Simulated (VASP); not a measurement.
# AlNi in VASP: further runs

The runs below take AlNi through single point, with PBE.

Program: VASP 6.6.1. These are calculated values, not measurements. Logs are shortened: lines on timing, memory, paths and dates and some standing lists are left out, and cuts for length are marked.

**1. The cell of the first run**

It takes space group Pm-3m (No. 221, cubic). The conventional cell has a = 2.782 Å, b = 2.782 Å, c = 2.782 Å, α = 90.00°, β = 90.00°, γ = 90.00°. Al (site symmetry m-3m) has 8 Ni at 2.41 Å and 6 Al at 2.78 Å within 3.2 Å. Within 3.2 Å of Ni (site symmetry m-3m) lie 8 Al at 2.41 Å and 6 Ni at 2.78 Å.

**2. Single point, PBE, collinear spin, zero start**

INCAR

```
SYSTEM = AlNi
  PREC = Accurate
  ENCUT = 520
  EDIFF = 1E-7
  ISMEAR = 0
  SIGMA = 0.05
  LREAL = .FALSE.
  LASPH = .TRUE.
  NELM = 150
  ALGO = Normal
  ISIF = 2
  LWAVE = .FALSE.
  LCHARG = .TRUE.
  ISPIN = 2
  MAGMOM = 0 0
  LORBIT = 11
  LMAXMIX = 4
  GGA = PE
  LELF = .TRUE.
  LVHAR = .TRUE.
  NBANDS = 18
```

KPOINTS

```
Automatic mesh
0
G
  12 12 12
  0 0 0
```

POSCAR

```
AlNi
1.0
    2.7815749170      0.0000000000      0.0000000000
    0.0000000000      2.7815749170      0.0000000000
    0.0000000000      0.0000000000      2.7815749170
Al Ni
1 1
Direct
    0.0000000000      0.0000000000      0.0000000000
    0.5000000000      0.5000000000      0.5000000000
```

Potentials or basis: VASP PAW PBE potentials, release 64 (Al, Ni).

Command:

```console
cat potpaw_PBE.64/Al/POTCAR potpaw_PBE.64/Ni/POTCAR > POTCAR
mpirun -np 1 vasp_std > vasp.out
```

OUTCAR:

```text
SYSTEM = AlNi
   PREC = Accurate
   ENCUT = 520
   EDIFF = 1E-7
   ISMEAR = 0
   LREAL = .FALSE.
   LASPH = .TRUE.
   NELM = 150
   ISIF = 2
   ISPIN = 2
   LORBIT = 11
   GGA = PE

 ion  position               nearest neighbor table
   1  0.000  0.000  0.000-   2 2.41   2 2.41   2 2.41   2 2.41   2 2.41   2 2.41   2 2.41   2 2.41

   2  0.500  0.500  0.500-   1 2.41   1 2.41   1 2.41   1 2.41   1 2.41   1 2.41   1 2.41   1 2.41

  LATTYP: Found a simple cubic cell.
 ALAT       =     2.7815749170

  Lattice vectors:

 A1 = (   2.7815749170,   0.0000000000,   0.0000000000)
 A2 = (   0.0000000000,   2.7815749170,   0.0000000000)
 A3 = (   0.0000000000,   0.0000000000,   2.7815749170)

Analysis of symmetry for initial positions (statically):
=====================================================================
 Subroutine PRICEL returns:
 Original cell was already a primitive cell.

 Routine SETGRP: Setting up the symmetry group for a
 simple cubic supercell.

 Subroutine GETGRP returns: Found 48 space group operations
 (whereof 48 operations were pure point group operations)
 out of a pool of 48 trial point group operations.

The static configuration has the point symmetry O_h .

Analysis of symmetry for dynamics (positions and initial velocities):
=====================================================================
 Subroutine PRICEL returns:
 Original cell was already a primitive cell.

 Routine SETGRP: Setting up the symmetry group for a
 simple cubic supercell.

 Subroutine GETGRP returns: Found 48 space group operations
 (whereof 48 operations were pure point group operations)
 out of a pool of 48 trial point group operations.

The dynamic configuration has the point symmetry O_h .

Analysis of structural, dynamic, and magnetic symmetry:
=====================================================================
 Subroutine PRICEL returns:
 Original cell was already a primitive cell.

 Routine SETGRP: Setting up the symmetry group for a
 simple cubic supercell.

 Subroutine GETGRP returns: Found 48 space group operations
 (whereof 48 operations were pure point group operations)
 out of a pool of 48 trial point group operations.

The overall configuration has the point symmetry O_h .

 Subroutine INISYM returns: Found 48 space group operations
 (whereof 48 operations are pure point group operations),
 and found     1 'primitive' translations

----------------------------------------------------------------------------------------

                                     Primitive cell

  volume of cell :      21.5215

[... 107 lines left out ...]
     AMIX     =   0.40;   BMIX     =  1.00
     AMIX_MAG =   1.60;   BMIX_MAG =  1.00
  volume/ion in A,a.u.               =      10.76        72.62
  Fermi-wavevector in a.u.,A,eV,Ry     =   1.383880  2.615155 26.056852  1.915125
  Thomas-Fermi vector in A             =   2.508437
   LORBIT       =     11    0 simple, 1 ext, 2 COOP (PROOUT), +10 PAW based schemes
   GGA     = PE    functional components
   LHFCALC =     F    Hartree Fock is set to
   AEXX    =    0.0000 exact exchange contribution
   IVDW    =     0    specifies the selected vdW correction
   LEPSILON=     F    determine dielectric tensor
   LRPA    =     F    only Hartree local field effects (RPA)
 spin polarized calculation
 Gauss-broadening in eV      SIGMA  =   0.05
  energy-cutoff  :      520.00
  volume of cell :       21.52
 maximum number of plane-waves:       592
 NGX is ok and might be reduce to    24
   NGX = 11   NGY = 11   NGZ = 11

 number of electron      12.9999992 magnetization      -0.0000007

 number of electron      12.9999992 magnetization       0.0000001

 Free energy of the ion-electron system (eV)
  ---------------------------------------------------
  ext. energy  EPLUGINS =         0.00000000
  ---------------------------------------------------
  free energy    TOTEN  =       -10.35326025 eV

  energy without entropy =      -10.35249658  energy(sigma->0) =      -10.35287842

 E-fermi :  11.5397     XC(G=0): -12.5648

 val. band max:       11.5010405832   @ k =   0.3333   0.0833   0.0833
 cond. band min:      11.5776298311   @ k =   0.3333   0.1667   0.0000
 fundamental gap:      0.0765892479
 Fermi energy:        11.5396584514

 spin component 1

 k-point     1 :       0.0000    0.0000    0.0000
  band No.  band energies     occupation
      1      -0.4437      1.00000
      2       7.7202      1.00000
      3       7.7202      1.00000
      4       9.7169      1.00000
      5       9.7169      1.00000
      6       9.7169      1.00000
[... 493 lines left out ...]
     17      34.6742      0.00000
     18      38.0342      0.00000

 [... further k-points ...]

 spin component 2

 k-point     1 :       0.0000    0.0000    0.0000
  band No.  band energies     occupation
      1      -0.4437      1.00000
      2       7.7202      1.00000
      3       7.7202      1.00000
      4       9.7169      1.00000
      5       9.7169      1.00000
      6       9.7169      1.00000
[... 493 lines left out ...]
     17      34.6742      0.00000
     18      38.0342      0.00000

 [... further k-points ...]
[... 5 lines left out ...]
  --------------------------------------------------------------------------------------
  -------------------------------------------------------------------------------------
  Total        3.2562508      3.2562508      3.2562508      0.0000000      0.0000000     -0.0000000
  in kB      242.4131349    242.4131349    242.4131349      0.0000000      0.0000000     -0.0000000
  external PRESSURE =     242.4131349 kB  Pullay stress =       0.0000000 kB

 VOLUME and BASIS-vectors are now :
 -----------------------------------------------------------------------------
  energy-cutoff  :      520.00
  volume of cell :       21.52
      direct lattice vectors                 reciprocal lattice vectors
     2.781574917  0.000000000  0.000000000     0.359508563  0.000000000  0.000000000
     0.000000000  2.781574917  0.000000000     0.000000000  0.359508563  0.000000000
     0.000000000  0.000000000  2.781574917     0.000000000  0.000000000  0.359508563

 POSITION                                       TOTAL-FORCE (eV/Angst)
 -----------------------------------------------------------------------------------
      0.00000      0.00000      0.00000         0.000000      0.000000      0.000000
      1.39079      1.39079      1.39079         0.000000      0.000000      0.000000
 -----------------------------------------------------------------------------------
    total drift:                                0.000000      0.000000     -0.000000

  FREE ENERGIE OF THE ION-ELECTRON SYSTEM (eV)
  ---------------------------------------------------
  free  energy   TOTEN  =       -10.3532602493 eV

  energy  without entropy=      -10.3524965849  energy(sigma->0) =      -10.35287842

 total charge

# of ion       s       p       d       tot
------------------------------------------
    1        0.397   0.463   0.000   0.860
    2        0.523   0.614   8.531   9.667
--------------------------------------------------
tot          0.919   1.077   8.531  10.527

 magnetization (x)

# of ion       s       p       d       tot
------------------------------------------
    1        0.000  -0.000   0.000   0.000
    2        0.000  -0.000  -0.000  -0.000
--------------------------------------------------
tot          0.000  -0.000  -0.000  -0.000
```

OSZICAR:

```text
N       E                     dE             d eps       ncg     rms          rms(c)
DAV:   1     0.480449992172E+02    0.48045E+02   -0.51001E+03  6256   0.786E+02
DAV:   2    -0.913084542171E+01   -0.57176E+02   -0.50270E+02  6646   0.169E+02
DAV:   3    -0.118616199736E+02   -0.27308E+01   -0.26628E+01  7318   0.377E+01
DAV:   4    -0.118950699302E+02   -0.33450E-01   -0.33423E-01  7014   0.369E+00
DAV:   5    -0.118957505926E+02   -0.68066E-03   -0.68062E-03  7132   0.574E-01    0.128E+01
DAV:   6    -0.132333931981E+02   -0.13376E+01   -0.36892E+01  6962   0.726E+01    0.142E+01
DAV:   7    -0.103811156319E+02    0.28523E+01   -0.11263E+01  7110   0.429E+01    0.113E+00
DAV:   8    -0.103679916738E+02    0.13124E-01   -0.13165E-01  7458   0.327E+00    0.106E+00
DAV:   9    -0.103534653880E+02    0.14526E-01   -0.41019E-02  7828   0.223E+00    0.215E-01
DAV:  10    -0.103532645391E+02    0.20085E-03   -0.10951E-03  8688   0.379E-01    0.881E-02
DAV:  11    -0.103532598438E+02    0.46953E-05   -0.44663E-05  8798   0.645E-02    0.911E-03
DAV:  12    -0.103532599822E+02   -0.13836E-06   -0.10062E-06  6806   0.770E-03    0.661E-03
DAV:  13    -0.103532601012E+02   -0.11903E-06   -0.29541E-08  4116   0.194E-03    0.340E-03
DAV:  14    -0.103532602537E+02   -0.15248E-06   -0.67510E-08  3438   0.285E-03    0.276E-04
DAV:  15    -0.103532602493E+02    0.44413E-08   -0.43223E-09  3308   0.461E-04
   1 F= -.10353260E+02 E0= -.10352878E+02  d E =-.763664E-03  mag=    -0.0000
```

Wall time 30 s (1 thread of Intel Xeon Platinum 8375C at 2.90GHz (Ice Lake), shared host); peak memory 0.18 GiB.

Results:

| Quantity | Value |
| --- | --- |
| Free energy | -10.3533 eV |
| Pressure | 24.2 GPa |
| Net moment | 0.00 μB per cell |
| Valence electrons inside the program's atomic spheres | Al 0.86; Ni 9.67 |

**3. Single point, PBE, collinear spin, ferromagnetic start**

This run uses another cell than the first one, of 11.96 Å³/atom, 1.111 times its volume.

INCAR

```
SYSTEM = AlNi
PREC = Accurate
ENCUT = 520
EDIFF = 1E-6
ISMEAR = 0
SIGMA = 0.05
LREAL = .False.
LASPH = .True.
NELM = 150
ALGO = Normal
ISIF = 2
LWAVE = .False.
LCHARG = .False.
ISPIN = 2
MAGMOM = 0 2
LORBIT = 11
LMAXMIX = 4
GGA = PE
NBANDS = 18
```

KPOINTS

```
regular mesh
0
Gamma
  12 12 12
  0 0 0
```

POSCAR

```
AlNi
1.0
    2.8810000000      0.0000000000      0.0000000000
    0.0000000000      2.8810000000      0.0000000000
    0.0000000000      0.0000000000      2.8810000000
Al Ni
1 1
Direct
    0.0000000000      0.0000000000      0.0000000000
    0.5000000000      0.5000000000      0.5000000000
```

Potentials or basis: VASP PAW PBE potentials, release 64 (Al, Ni).

Command:

```console
cat potpaw_PBE.64/Al/POTCAR potpaw_PBE.64/Ni/POTCAR > POTCAR
mpirun -np 1 vasp_std > vasp.out
```

Run time: 29 s. Hardware: 1 thread of Intel Xeon Platinum 8375C at 2.90GHz (Ice Lake), shared host; peak memory 0.18 GiB.

The run converged. Its results:

| Item | Value |
| --- | --- |
| Free energy | -10.5352 eV |
| Pressure | 2.1 GPa |
| Net moment | 0.00 μB per cell |
| Valence electrons inside the program's atomic spheres | Al 0.80; Ni 9.47 |

Levels at points of the mesh, in eV from the Fermi level:
Spin up:
| k point | band 3 | band 4 | band 5 | band 6 | band 7 | band 8 | band 9 | band 10 | band 11 | band 12 |
| --- | --- | --- | --- | --- | --- | --- | --- | --- | --- | --- |
| (0.00, 0.00, 0.00) | -3.27 | -1.58 | -1.58 | -1.58 | 5.46 | 5.46 | 5.46 | 8.08 | 8.08 | 13.70 |
| (0.50, 0.00, 0.00) | -2.79 | -2.28 | -2.28 | -1.49 | -0.68 | 8.24 | 9.98 | 9.98 | 10.84 | 10.84 |
| (0.50, 0.50, 0.00) | -2.93 | -2.93 | -2.11 | -2.11 | -1.05 | 1.44 | 2.43 | 12.23 | 15.09 | 15.09 |
| (0.50, 0.50, 0.50) | -4.14 | -1.02 | -1.02 | 1.96 | 1.96 | 1.96 | 3.65 | 4.40 | 4.40 | 4.40 |
Spin down:
| k point | band 5 | band 6 | band 7 | band 8 | band 9 | band 10 |
| --- | --- | --- | --- | --- | --- | --- |
| (0.00, 0.00, 0.00) | -1.58 | -1.58 | 5.46 | 5.46 | 5.46 | 8.08 |
| (0.50, 0.00, 0.00) | -2.28 | -1.49 | -0.68 | 8.24 | 9.98 | 9.98 |
| (0.50, 0.50, 0.00) | -2.11 | -2.11 | -1.05 | 1.44 | 2.43 | 12.23 |
| (0.50, 0.50, 0.50) | -1.02 | 1.96 | 1.96 | 1.96 | 3.65 | 4.40 |

Caveat: the starting moments collapsed, and a magnetic state may lie lower.

[end of part 1 of 2]
